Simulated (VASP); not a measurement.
# BN (C222_1) in VASP: a series of runs

The runs below take BN through single point, with PBE.

Everything below comes from runs of VASP 6.6.1. Logs are shortened: lines on timing, memory, paths and dates and some standing lists are left out, and cuts for length are marked.

## Step 1: The cell of the first run

Symmetry: C222_1, No. 20, orthorhombic system. Conventional cell: a = 3.626 Å, b = 3.626 Å, c = 3.626 Å, α = 90.00°, β = 90.00°, γ = 90.00°. Within 2.1 Å of B (site symmetry 2) lie 4 N at 1.58 to 1.61 Å. Within 2.1 Å of N (site symmetry 2) lie 4 B at 1.58 to 1.61 Å.

## Step 2: Single point, PBE (atoms displaced along a vibrational mode)

File INCAR:

```
SYSTEM = BN
PREC = Accurate
ENCUT = 600
EDIFF = 1E-6
ISMEAR = 0
SIGMA = 0.05
LREAL = .FALSE.
LASPH = .TRUE.
NELM = 120
ALGO = Normal
ISIF = 2
LWAVE = .FALSE.
LCHARG = .FALSE.
GGA = PE
NBANDS = 16
GGA_COMPAT = .FALSE.
```

File KPOINTS:

```
Automatic mesh
0
G
  10 10 6
  0 0 0
```

File POSCAR:

```
BN
1.0
    0.0000000000     -1.8130010000     -1.8130010000
    0.0000000000      1.8130010000     -1.8130010000
    3.6260020000      0.0000000000      0.0000000000
B N
2 2
Direct
    0.4448428324      0.5551571676      0.5000000000
    0.0551571676     -0.0551571676      0.0000000000
   -0.0490054429      0.4509945571      0.2500000000
    0.5490054429      0.0490054429      0.7500000000
```

Potentials or basis: VASP PAW PBE potentials, release 64 (B, N).

Run with:

```sh
$ cat potpaw_PBE.64/B/POTCAR potpaw_PBE.64/N/POTCAR > POTCAR
$ mpirun -np 1 vasp_std > vasp.out
```

OUTCAR:

```text
SYSTEM = BN
   PREC = Accurate
   ENCUT = 600
   EDIFF = 1E-6
   ISMEAR = 0
   LREAL = .FALSE.
   LASPH = .TRUE.
   NELM = 120
   ISIF = 2
   GGA = PE

 ion  position               nearest neighbor table
   1  0.445  0.555  0.500-   3 1.58   4 1.58   3 1.61   4 1.61
   2  0.055  0.945  0.000-   3 1.58   4 1.58   3 1.61   4 1.61
   3  0.951  0.451  0.250-   1 1.58   2 1.58   2 1.61   1 1.61
   4  0.549  0.049  0.750-   1 1.58   2 1.58   2 1.61   1 1.61

  LATTYP: Found a simple tetragonal cell.
 ALAT       =     2.5639706028
 C/A-ratio  =     1.4142135624

  Lattice vectors:

 A1 = (   0.0000000000,  -1.8130010000,  -1.8130010000)
 A2 = (   0.0000000000,   1.8130010000,  -1.8130010000)
 A3 = (   3.6260020000,   0.0000000000,   0.0000000000)

Analysis of symmetry for initial positions (statically):
=====================================================================
 Subroutine PRICEL returns:
 Original cell was already a primitive cell.

 Routine SETGRP: Setting up the symmetry group for a
 simple tetragonal supercell.

 Subroutine GETGRP returns: Found  4 space group operations
 (whereof  2 operations were pure point group operations)
 out of a pool of 16 trial point group operations.

The static configuration has the point symmetry C_2 .
 The point group associated with its full space group is D_2 .

Analysis of symmetry for dynamics (positions and initial velocities):
=====================================================================
 Subroutine PRICEL returns:
 Original cell was already a primitive cell.

 Routine SETGRP: Setting up the symmetry group for a
 simple tetragonal supercell.

 Subroutine GETGRP returns: Found  4 space group operations
 (whereof  2 operations were pure point group operations)
 out of a pool of 16 trial point group operations.

The dynamic configuration has the point symmetry C_2 .
 The point group associated with its full space group is D_2 .

 Subroutine INISYM returns: Found  4 space group operations
 (whereof  2 operations are pure point group operations),
 and found     1 'primitive' translations

----------------------------------------------------------------------------------------

                                     Primitive cell

  volume of cell :      23.8371

  direct lattice vectors                    reciprocal lattice vectors
     0.000000000 -1.813001000 -1.813001000     0.000000000 -0.275785838 -0.275785838
     0.000000000  1.813001000 -1.813001000     0.000000000  0.275785838 -0.275785838
     3.626002000  0.000000000  0.000000000     0.275785838  0.000000000  0.000000000

  length of vectors
     2.563970603  2.563970603  3.626002000     0.390020072  0.390020072  0.275785838

  position of ions in fractional coordinates (direct lattice)
     0.444842832  0.555157168  0.500000000
     0.055157168  0.944842832  0.000000000
     0.950994557  0.450994557  0.250000000
     0.549005443  0.049005443  0.750000000

  ion indices of the primitive-cell ions
   primitive index   ion index
                 1           1
                 2           2
                 3           3
                 4           4

----------------------------------------------------------------------------------------

 KPOINTS: Automatic mesh

Automatic generation of k-mesh.
 Grid dimensions read from file:
 generate k-points for:   10   10    6

 Generating k-lattice:

  Cartesian coordinates                     Fractional coordinates (reciprocal lattice)
     0.000000000 -0.027578584 -0.027578584     0.100000000  0.000000000  0.000000000
     0.000000000  0.027578584 -0.027578584     0.000000000  0.100000000  0.000000000
     0.045964306  0.000000000  0.000000000     0.000000000  0.000000000  0.166666667

  Length of vectors
     0.039002007  0.039002007  0.045964306

  Shift w.r.t. Gamma in fractional coordinates (k-lattice)
     0.000000000  0.000000000  0.000000000

 Subroutine IBZKPT returns following result:
 ===========================================

 Found    124 irreducible k-points:

 Following reciprocal coordinates:
            Coordinates               Weight
  0.000000  0.000000  0.000000      1.000000
  0.100000  0.000000  0.000000      4.000000
  0.200000  0.000000  0.000000      4.000000
  0.300000  0.000000  0.000000      4.000000
  0.400000  0.000000  0.000000      4.000000
  0.500000  0.000000  0.000000      2.000000
[... 16 lines left out ...]
  0.300000  0.300000  0.000000      2.000000
 -0.300000  0.300000  0.000000      2.000000
 [... further k-points ...]
   k-points           NKPTS =    124   k-points in BZ     NKDIM =    124   number of bands    NBANDS=     16
   number of dos      NEDOS =    301   number of ions     NIONS =      4
   total plane-waves  NPLWV =  12000
   dimension x,y,z NGX =    20 NGY =   20 NGZ =   30
   dimension x,y,z NGXF=    40 NGYF=   40 NGZF=   60
   ions per type =               2   2
   NGX,Y,Z   is equivalent  to a cutoff of  12.97, 12.97, 13.75 a.u.
   NGXF,Y,Z  is equivalent  to a cutoff of  25.94, 25.94, 27.51 a.u.
 SYSTEM =  BN
   PREC   = accura    normal or accurate (medium, high low for compatibility)
   ISTART =      0    job   : 0-new  1-cont  2-samecut
   ICHARG =      2    charge: 1-file 2-atom 10-const
   ISPIN  =      1    spin polarized calculation?
   LNONCOLLINEAR =      F non collinear calculations
   LSORBIT =      F    spin-orbit coupling
   LASPH  =      T    aspherical Exc in radial PAW
   ENCUT  =  600.0 eV  44.10 Ry    6.64 a.u.   5.12  5.12  7.24*2*pi/ulx,y,z
   NELM   =    120;   NELMIN=  2; NELMDL= -5     # of ELM steps
   EDIFF  = 0.1E-05   stopping-criterion for ELM
   LREAL  =      F    real-space projection
   EDIFFG = 0.1E-04   stopping-criterion for IOM
   NSW    =      0    number of steps for IOM
   IBRION =     -1    ionic relax: 0-MD 1-quasi-New 2-CG
   NFREE  =      0    steps in history (QN), initial steepest desc. (CG)
   ISIF   =      2    stress and relaxation
   ISYM   =      2    0-nonsym 1-usesym 2-fastsym
   POTIM  = 0.5000    time-step for ionic-motion
   TEBEG  =    0.0;   TEEND  =   0.0 temperature during run
   PSTRESS=    0.0 pullay stress
   NELECT =      16.0000    total number of electrons
   NUPDOWN=      -1.0000    fix difference up-down
   EMIN   =  10.00;   EMAX   =-10.00  energy-range for DOS
   EFERMI =   0.00;   METHOD = LEGACY
   ISMEAR =     0;   SIGMA  =   0.05  broadening in eV -4-tet -1-fermi 0-gaus
   EFERMI_NEDOS =   21; number of points for ismear=-14 and -15
   IALGO  =     38    algorithm
   IMIX   =      4    mixing-type and parameters
     AMIX     =   0.40;   BMIX     =  1.00
     AMIX_MAG =   1.60;   BMIX_MAG =  1.00
  volume/ion in A,a.u.               =       5.96        40.22
  Fermi-wavevector in a.u.,A,eV,Ry     =   1.433387  2.708709 27.954506  2.054598
  Thomas-Fermi vector in A             =   2.552911
   LORBIT       =      0    0 simple, 1 ext, 2 COOP (PROOUT), +10 PAW based schemes
   GGA     = PE    functional components
   LHFCALC =     F    Hartree Fock is set to
   AEXX    =    0.0000 exact exchange contribution
   IVDW    =     0    specifies the selected vdW correction
   LEPSILON=     F    determine dielectric tensor
   LRPA    =     F    only Hartree local field effects (RPA)
 non-spin polarized calculation
 Gauss-broadening in eV      SIGMA  =   0.05
  energy-cutoff  :      600.00
  volume of cell :       23.84
 maximum number of plane-waves:       830
   NGX = 11   NGY = 11   NGZ = 15

 number of electron      16.0000000 magnetization

 Free energy of the ion-electron system (eV)
  ---------------------------------------------------
  ext. energy  EPLUGINS =         0.00000000
  ---------------------------------------------------
  free energy    TOTEN  =       -33.38210906 eV

  energy without entropy =      -33.38210906  energy(sigma->0) =      -33.38210906

 E-fermi :   7.8637     XC(G=0): -12.8541

 val. band max:        7.6571243350   @ k =   0.0000   0.0000   0.0000
 cond. band min:      10.8195818715   @ k =   0.5000   0.5000   0.0000
 fundamental gap:      3.1624575365
 Fermi energy:         7.8636521123

 k-point     1 :       0.0000    0.0000    0.0000
  band No.  band energies     occupation
      1     -12.7647      2.00000
      2      -7.1473      2.00000
      3      -1.4941      2.00000
      4       2.7866      2.00000
      5       3.0708      2.00000
      6       7.0018      2.00000
[... 8 lines left out ...]
     15      22.9484      0.00000
     16      23.9737      0.00000

 k-point     2 :       0.1000    0.0000    0.0000
  band No.  band energies     occupation
      1     -12.6030      2.00000
      2      -7.0912      2.00000
      3      -1.3624      2.00000
      4       2.0787      2.00000
      5       3.0704      2.00000
      6       6.4935      2.00000
[... 8 lines left out ...]
     15      22.7887      0.00000
     16      23.7818      0.00000

 k-point     3 :       0.2000    0.0000    0.0000
  band No.  band energies     occupation
      1     -12.1237      2.00000
      2      -7.0024      2.00000
      3      -0.9868      2.00000
      4       0.5247      2.00000
      5       3.4156      2.00000
      6       4.9760      2.00000
[... 8 lines left out ...]
     15      22.3963      0.00000
     16      23.3325      0.00000

 k-point     4 :       0.3000    0.0000    0.0000
  band No.  band energies     occupation
      1     -11.3494      2.00000
      2      -7.1500      2.00000
      3      -0.8374      2.00000
      4      -0.1919      2.00000
      5       3.0249      2.00000
      6       4.0426      2.00000
[... 8 lines left out ...]
     15      21.9868      0.00000
     16      23.1785      0.00000

 k-point     5 :       0.4000    0.0000    0.0000
  band No.  band energies     occupation
      1     -10.3413      2.00000
      2      -7.8301      2.00000
      3      -0.9596      2.00000
      4       0.4911      2.00000
      5       1.3301      2.00000
      6       3.6365      2.00000
[... 8 lines left out ...]
     15      21.0474      0.00000
     16      23.0825      0.00000

 k-point     6 :       0.5000    0.0000    0.0000
  band No.  band energies     occupation
      1      -9.5021      2.00000
      2      -8.6087      2.00000
      3      -0.1959      2.00000
      4      -0.1680      2.00000
      5       1.1377      2.00000
      6       2.9490      2.00000
[... 8 lines left out ...]
     15      20.8014      0.00000
     16      22.8761      0.00000

 k-point     7 :       0.1000    0.1000    0.0000
  band No.  band energies     occupation
      1     -12.4424      2.00000
      2      -7.0326      2.00000
      3      -1.2340      2.00000
      4       2.0863      2.00000
      5       2.3701      2.00000
      6       6.4032      2.00000
[... 8 lines left out ...]
     15      22.1269      0.00000
     16      23.8368      0.00000

 k-point     8 :      -0.1000    0.1000    0.0000
  band No.  band energies     occupation
      1     -12.4413      2.00000
      2      -7.0361      2.00000
      3      -1.2331      2.00000
      4       2.1647      2.00000
      5       2.3027      2.00000
      6       6.3549      2.00000
[... 8 lines left out ...]
     15      23.0112      0.00000
     16      23.2257      0.00000

 k-point     9 :       0.2000    0.1000    0.0000
  band No.  band energies     occupation
      1     -11.9658      2.00000
      2      -6.9370      2.00000
      3      -0.8693      2.00000
      4       0.6664      2.00000
      5       2.6067      2.00000
      6       4.9740      2.00000
[... 8 lines left out ...]
     15      21.4107      0.00000
     16      23.4766      0.00000
[... 172 lines left out ...]
 k-point    19 :      -0.2000    0.3000    0.0000
  band No.  band energies     occupation
      1     -10.7319      2.00000
      2      -6.8977      2.00000
      3      -0.4773      2.00000
      4       0.3054      2.00000
      5       1.8588      2.00000
      6       3.0710      2.00000
[... 8 lines left out ...]
     15      21.3644      0.00000
     16      23.5061      0.00000

 k-point    20 :       0.4000    0.2000    0.0000
  band No.  band energies     occupation
      1      -9.7633      2.00000
      2      -7.4179      2.00000
      3      -0.7422      2.00000
      4       0.8881      2.00000
      5       1.3208      2.00000
      6       2.6932      2.00000
[... 8 lines left out ...]
     15      22.6658      0.00000
     16      23.8651      0.00000

 k-point    21 :      -0.2000    0.4000    0.0000
  band No.  band energies     occupation
      1      -9.7512      2.00000
      2      -7.4419      2.00000
      3      -0.6932      2.00000
      4       0.6657      2.00000
      5       1.6491      2.00000
      6       2.7089      2.00000
[... 8 lines left out ...]
     15      21.9285      0.00000
     16      24.4054      0.00000

 k-point    22 :       0.5000    0.2000    0.0000
  band No.  band energies     occupation
      1      -8.9512      2.00000
      2      -8.1268      2.00000
      3      -0.1996      2.00000
      4       0.0412      2.00000
      5       1.5483      2.00000
      6       2.9671      2.00000
[... 8 lines left out ...]
     15      22.6282      0.00000
     16      24.0699      0.00000

 k-point    23 :       0.3000    0.3000    0.0000
  band No.  band energies     occupation
      1     -10.0109      2.00000
      2      -6.7639      2.00000
      3      -0.6327      2.00000
      4       0.9635      2.00000
      5       1.0084      2.00000
      6       2.2819      2.00000
[... 8 lines left out ...]
     15      23.0067      0.00000
     16      23.3706      0.00000

 k-point    24 :      -0.3000    0.3000    0.0000
  band No.  band energies     occupation
      1      -9.9970      2.00000
      2      -6.8006      2.00000
      3      -0.5748      2.00000
      4       0.7336      2.00000
      5       1.2505      2.00000
      6       2.5215      2.00000
[... 8 lines left out ...]
     15      22.6807      0.00000
     16      24.0057      0.00000

 [... further k-points ...]
[... 5 lines left out ...]
  --------------------------------------------------------------------------------------
  -------------------------------------------------------------------------------------
  Total        1.0490063     -1.0716190     -0.5926519      0.0000000      0.0000000      0.0000000
  in kB       70.5073737    -72.0272539    -39.8342045      0.0000000      0.0000000      0.0000000
  external PRESSURE =     -13.7846949 kB  Pullay stress =       0.0000000 kB

 VOLUME and BASIS-vectors are now :
 -----------------------------------------------------------------------------
  energy-cutoff  :      600.00
  volume of cell :       23.84
      direct lattice vectors                 reciprocal lattice vectors
     0.000000000 -1.813001000 -1.813001000     0.000000000 -0.275785838 -0.275785838
     0.000000000  1.813001000 -1.813001000     0.000000000  0.275785838 -0.275785838
     3.626002000  0.000000000  0.000000000     0.275785838  0.000000000  0.000000000

 POSITION                                       TOTAL-FORCE (eV/Angst)
 -----------------------------------------------------------------------------------
      1.81300      0.20000     -1.81300         0.000000     -3.575364      0.000000
      0.00000      1.61300     -1.81300         0.000000      3.575364      0.000000
      0.90650     -0.90650     -2.54181         0.000000      0.000000     -4.411062
      2.71950     -0.90650     -1.08419         0.000000      0.000000      4.411062
 -----------------------------------------------------------------------------------
    total drift:                               -0.000000      0.000000     -0.000000

  FREE ENERGIE OF THE ION-ELECTRON SYSTEM (eV)
  ---------------------------------------------------
  free  energy   TOTEN  =       -33.3821090561 eV

  energy  without entropy=      -33.3821090561  energy(sigma->0) =      -33.38210906
```

Wall time 28 s (1 thread of AMD EPYC 7R13 (Zen 3), shared host); peak memory 0.13 GiB.

Results:

| Item | Value |
| --- | --- |
| Free energy | -33.3821 eV |
| Pressure | -1.4 GPa |
| Largest force | 4.411 eV/Å |
| Band gap on the k mesh | 3.16 eV (least direct gap 3.70 eV) |

Forces on the atoms (eV/Å):
```
B    0.000 -3.575  0.000
B    0.000  3.575  0.000
N    0.000  0.000 -4.411
N    0.000  0.000  4.411
```

Stress tensor (GPa, compression positive):
```
 7.05  0.00  0.00
 0.00 -7.20  0.00
 0.00  0.00 -3.98
```

Levels at points of the mesh, in eV from the valence-band top:
```tsv
k point	band 6	band 7	band 8	band 9	band 10	band 11
(0.00, 0.00, 0.00)	-0.66	-0.58	0.00	3.70	7.87	8.56
(0.50, 0.00, 0.00)	-4.71	-2.23	-1.99	8.54	9.47	9.99
(0.50, 0.50, 0.00)	-4.78	-4.73	-4.71	3.16	3.44	7.97
(0.00, 0.00, 0.50)	-2.98	-2.56	-2.56	5.98	5.98	9.33
(0.50, 0.00, 0.50)	-2.01	-1.86	-1.86	8.30	8.30	9.82
(0.50, 0.50, 0.50)	-7.13	-6.05	-6.05	7.77	7.77	11.57
```

Caveat: the cell differs from its parent crystal (atoms displaced along a vibrational mode); the stress differs along the axes, from -7 to 7 GPa; forces of over 1 eV/Å act on the atoms, so gaps and moduli don't describe the material at rest. A k mesh can miss the band edges.

[end of part 1 of 2]
